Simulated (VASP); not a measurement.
# Zr (P-1) in VASP: further runs

Runs on Zr. Level: revPBE. Tasks: single point.

Program: VASP 6.6.1. These are calculated values, not measurements. Logs are shortened: lines on timing, memory, paths and dates and some standing lists are left out, and cuts for length are marked.

## (1) The cell of the first run

The typed cell holds 2 atoms: a = 3.291 Å, b = 3.177 Å, c = 5.050 Å, α = 90.91°, β = 87.85°, γ = 121.09°.

## (2) Single point, revPBE

INCAR

```
PREC = Accurate
ENCUT = 520
EDIFF = 1E-6
ISMEAR = 1
SIGMA = 0.05
LREAL = False
LASPH = True
NELM = 100
ALGO = Normal
ISIF = 2
LWAVE = False
LCHARG = True
GGA = RE
LELF = True
LVHAR = True
NBANDS = 19
```

KPOINTS

```
Automatic mesh
0
Gamma
  7 7 4
```

POSCAR

```
Zr
1.0
    3.2901000000      0.0027400000      0.0605300000
   -1.6426800000      2.7196800000     -0.0246500000
    0.0963900000      0.0103200000      5.0486600000
Zr
2
Direct
    0.2809975527      0.6743046775      0.2260983203
    0.6696100000      0.3256300000      0.7467000000
```

Potentials or basis: VASP PAW PBE potentials, release 64 (Zr_sv).

On the command line:

```
cat potpaw_PBE.64/Zr_sv/POTCAR > POTCAR
mpirun -np 1 vasp_std > vasp.out
```

OUTCAR:

```text
PREC = Accurate
   ENCUT = 520
   EDIFF = 1E-6
   ISMEAR = 1
   LREAL = False
   LASPH = True
   NELM = 100
   ISIF = 2
   GGA = RE

 ion  position               nearest neighbor table
   1  0.281  0.674  0.226-   2 3.00   2 3.02   2 3.10   2 3.14   2 3.19   2 3.40
   2  0.670  0.326  0.747-   1 3.00   1 3.02   1 3.10   1 3.14   1 3.19   1 3.40

  LATTYP: Found a triclinic cell.
 ALAT       =     3.2906578975
 B/A-ratio  =     0.9655721265
 C/A-ratio  =     1.5345231159
 COS(alpha) =     0.0158759575
 COS(beta)  =     0.0374782496
 COS(gamma) =     0.5163363485

  Lattice vectors:

 A1 = (  -3.2901000000,  -0.0027400000,  -0.0605300000)
 A2 = (  -1.6426800000,   2.7196800000,  -0.0246500000)
 A3 = (  -0.0963900000,  -0.0103200000,  -5.0486600000)

Analysis of symmetry for initial positions (statically):
=====================================================================
 Subroutine PRICEL returns:
 Original cell was already a primitive cell.

 Routine SETGRP: Setting up the symmetry group for a
 triclinic supercell.

 Subroutine GETGRP returns: Found  2 space group operations
 (whereof  1 operations were pure point group operations)
 out of a pool of  2 trial point group operations.

The static configuration has the point symmetry C_1 .
 The point group associated with its full space group is S_2 .

Analysis of symmetry for dynamics (positions and initial velocities):
=====================================================================
 Subroutine PRICEL returns:
 Original cell was already a primitive cell.

 Routine SETGRP: Setting up the symmetry group for a
 triclinic supercell.

 Subroutine GETGRP returns: Found  2 space group operations
 (whereof  1 operations were pure point group operations)
 out of a pool of  2 trial point group operations.

The dynamic configuration has the point symmetry C_1 .
 The point group associated with its full space group is S_2 .

 Subroutine INISYM returns: Found  2 space group operations
 (whereof  1 operations are pure point group operations),
 and found     1 'primitive' translations

----------------------------------------------------------------------------------------

                                     Primitive cell

  volume of cell :      45.1822

[... 82 lines left out ...]
   ISPIN  =      1    spin polarized calculation?
   LNONCOLLINEAR =      F non collinear calculations
   LSORBIT =      F    spin-orbit coupling
   LASPH  =      T    aspherical Exc in radial PAW
   ENCUT  =  520.0 eV  38.22 Ry    6.18 a.u.   6.12  5.91  9.39*2*pi/ulx,y,z
   NELM   =    100;   NELMIN=  2; NELMDL= -5     # of ELM steps
   EDIFF  = 0.1E-05   stopping-criterion for ELM
   LREAL  =      F    real-space projection
   EDIFFG = 0.1E-04   stopping-criterion for IOM
   NSW    =      0    number of steps for IOM
   IBRION =     -1    ionic relax: 0-MD 1-quasi-New 2-CG
   NFREE  =      0    steps in history (QN), initial steepest desc. (CG)
   ISIF   =      2    stress and relaxation
   ISYM   =      2    0-nonsym 1-usesym 2-fastsym
   POTIM  = 0.5000    time-step for ionic-motion
   TEBEG  =    0.0;   TEEND  =   0.0 temperature during run
   PSTRESS=    0.0 pullay stress
   NELECT =      24.0000    total number of electrons
   NUPDOWN=      -1.0000    fix difference up-down
   EMIN   =  10.00;   EMAX   =-10.00  energy-range for DOS
   EFERMI =   0.00;   METHOD = LEGACY
   ISMEAR =     1;   SIGMA  =   0.05  broadening in eV -4-tet -1-fermi 0-gaus
   EFERMI_NEDOS =   21; number of points for ismear=-14 and -15
   IALGO  =     38    algorithm
   IMIX   =      4    mixing-type and parameters
     AMIX     =   0.40;   BMIX     =  1.00
     AMIX_MAG =   1.60;   BMIX_MAG =  1.00
  volume/ion in A,a.u.               =      22.59       152.45
  Fermi-wavevector in a.u.,A,eV,Ry     =   1.325835  2.505465 23.916853  1.757839
  Thomas-Fermi vector in A             =   2.455267
   LORBIT       =      0    0 simple, 1 ext, 2 COOP (PROOUT), +10 PAW based schemes
   GGA     = RE    functional components
   LHFCALC =     F    Hartree Fock is set to
   AEXX    =    0.0000 exact exchange contribution
   IVDW    =     0    specifies the selected vdW correction
   LEPSILON=     F    determine dielectric tensor
   LRPA    =     F    only Hartree local field effects (RPA)
 non-spin polarized calculation
 Methfessel and Paxton  Order N= 1 SIGMA  =   0.05
  energy-cutoff  :      520.00
  volume of cell :       45.18
 maximum number of plane-waves:      1232
   NGX = 13   NGY = 11   NGZ = 19

 number of electron      24.0000000 magnetization

 Free energy of the ion-electron system (eV)
  ---------------------------------------------------
  ext. energy  EPLUGINS =         0.00000000
  ---------------------------------------------------
  free energy    TOTEN  =       -16.25441213 eV

  energy without entropy =      -16.25423865  energy(sigma->0) =      -16.25435431

 E-fermi :   9.3900     XC(G=0): -11.1600

 val. band max:        9.3790703308   @ k =   0.1429   0.4286   0.2500
 cond. band min:       9.3998122981   @ k =   0.2857   0.4286  -0.0000
 fundamental gap:      0.0207419673
 Fermi energy:         9.3899890955

 k-point     1 :       0.0000    0.0000    0.0000
  band No.  band energies     occupation
      1     -39.4263      2.00000
      2     -39.2268      2.00000
      3     -18.0457      2.00000
      4     -17.1028      2.00000
      5     -17.0156      2.00000
      6     -16.9355      2.00000
[... 505 lines left out ...]
      6     -17.2671      2.00000
[... 11 lines left out ...]
     18      14.4915      0.00000
     19      14.7714      0.00000

 [... further k-points ...]

------------------------ aborting loop because EDIFF is reached ----------------------------------------

  FORCE on cell =-STRESS in cart. coord.  units (eV):
  Direction    XX          YY          ZZ          XY          YZ          ZX
  --------------------------------------------------------------------------------------
  -------------------------------------------------------------------------------------
  Total        0.8726356      1.9100375      1.9570391      0.4078903     -0.1846028     -0.3095764
  in kB       30.9439986     67.7306798     69.3973719     14.4639503     -6.5460884    -10.9777004
  external PRESSURE =      56.0240167 kB  Pullay stress =       0.0000000 kB

 VOLUME and BASIS-vectors are now :
 -----------------------------------------------------------------------------
  energy-cutoff  :      520.00
  volume of cell :       45.18
      direct lattice vectors                 reciprocal lattice vectors
     3.290100000  0.002740000  0.060530000     0.303902957  0.183500647 -0.006177269
    -1.642680000  2.719680000 -0.024650000    -0.000292342  0.367506984 -0.000745642
     0.096390000  0.010320000  5.048660000    -0.003645017 -0.000405701  0.198142780

 POSITION                                       TOTAL-FORCE (eV/Angst)
 -----------------------------------------------------------------------------------
     -0.16136      1.83700      1.14188         0.179101     -0.188740      0.604900
      1.74015      0.89515      3.80234        -0.179101      0.188740     -0.604900
 -----------------------------------------------------------------------------------
    total drift:                               -0.000001      0.000000     -0.000001

  FREE ENERGIE OF THE ION-ELECTRON SYSTEM (eV)
  ---------------------------------------------------
  free  energy   TOTEN  =       -16.2544121341 eV

  energy  without entropy=      -16.2542386495  energy(sigma->0) =      -16.25435431
```

stdout:

```text
POSCAR found type information on POSCAR Zr
 POSCAR found :  1 types and       2 ions
 scaLAPACK will be used
 -----------------------------------------------------------------------------
|                                                                             |
|                                                                             |
|     You enforced a specific xc type in the INCAR file but a different       |
|     I HOPE YOU KNOW WHAT YOU ARE DOING!                                     |
|                                                                             |
 -----------------------------------------------------------------------------

 LDA part: xc-table for (Slater+PW92), standard interpolation
 POSCAR, INCAR and KPOINTS ok, starting setup
 FFT: planning ... GRIDC
 FFT: planning ... GRID_SOFT
 FFT: planning ... GRID
 WAVECAR not read
 entering main loop
```

Wall time 36 s (1 thread of AMD EPYC 9R45 (Zen 5), shared host); peak memory 0.17 GiB.

What came out:

```
Free energy            : -16.2544 eV
Pressure               : 5.6 GPa
Largest force          : 0.658 eV/Å
Band gap on the k mesh : zero (band 12 reaches 10.05 eV, above the bottom of band 13 at 9.16 eV)
```

Forces on the atoms (eV/Å):
```
Zr   0.179 -0.189  0.605
Zr  -0.179  0.189 -0.605
```

Stress tensor (GPa, compression positive):
```
 3.09  1.45 -1.10
 1.45  6.77 -0.65
-1.10 -0.65  6.94
```

Levels at points of the mesh, in eV from the Fermi level:
```
           k point  band 10  band 11  band 12  band 13  band 14  band 15
(0.00, 0.00, 0.00)    -3.11     0.48     0.66     1.23     1.23     1.50
(0.00, 0.00, 0.50)    -3.89    -0.34     0.37     0.43     0.55     1.08
```

Caveat: the PAW data sets were made with another functional, which shifts forces and pressure a little.

## (3) Single point, revPBE

This run uses another cell than the first one, of 22.70 Å³/atom, 1.005 times its volume.

INCAR

```
SYSTEM = Zr
PREC = Accurate ; ENCUT = 520
EDIFF = 1E-7 ; ISMEAR = 1
SIGMA = 0.05 ; LREAL = .FALSE.
LASPH = .TRUE. ; NELM = 80
ALGO = Normal ; ISIF = 2
LWAVE = .FALSE. ; LCHARG = .TRUE.
GGA = RE ; LELF = .TRUE.
LVHAR = .TRUE. ; NBANDS = 19
```

KPOINTS

```
Automatic mesh
0
G
  7 7 4
  0 0 0
```

POSCAR

```
Zr
1.0
    3.2955743861      0.0027445591      0.0606307157
   -1.6454132496      2.7242052662     -0.0246910151
    0.0965503830      0.0103371714      5.0570604481
Zr
2
Direct
    0.2858600000      0.6743000000      0.2260400000
    0.6696100000      0.3256300000      0.7467000000
```

Potentials or basis: VASP PAW PBE potentials, release 64 (Zr_sv).

On the command line:

```
cat potpaw_PBE.64/Zr_sv/POTCAR > POTCAR
mpirun -np 1 vasp_std > vasp.out
```

It took 48 s on 1 thread of AMD EPYC 9R45 (Zen 5), shared host; peak memory 0.17 GiB.

It converged, with:

| Property | Result |
| --- | --- |
| Free energy | -16.2648 eV |
| Pressure | 5.1 GPa |
| Largest force | 0.651 eV/Å |
| Band gap on the k mesh | zero (band 12 reaches 10.02 eV, above the bottom of band 13 at 9.12 eV) |

Forces on the atoms (eV/Å):
```
Zr   0.160 -0.187  0.603
Zr  -0.160  0.187 -0.603
```

Stress tensor (GPa, compression positive):
```
 2.63  1.30 -1.07
 1.30  6.23 -0.63
-1.07 -0.63  6.30
```

Levels at points of the mesh, in eV from the Fermi level:
```
           k point  band 9  band 10  band 11  band 12  band 13  band 14  band 15  band 16
(0.00, 0.00, 0.00)   -5.68    -3.10     0.48     0.69     1.21     1.22     1.50     1.77
(0.00, 0.00, 0.50)   -3.95    -3.89    -0.34     0.37     0.41     0.54     1.07     1.09
```

Caveat: the PAW data sets were made with another functional, which shifts forces and pressure a little.
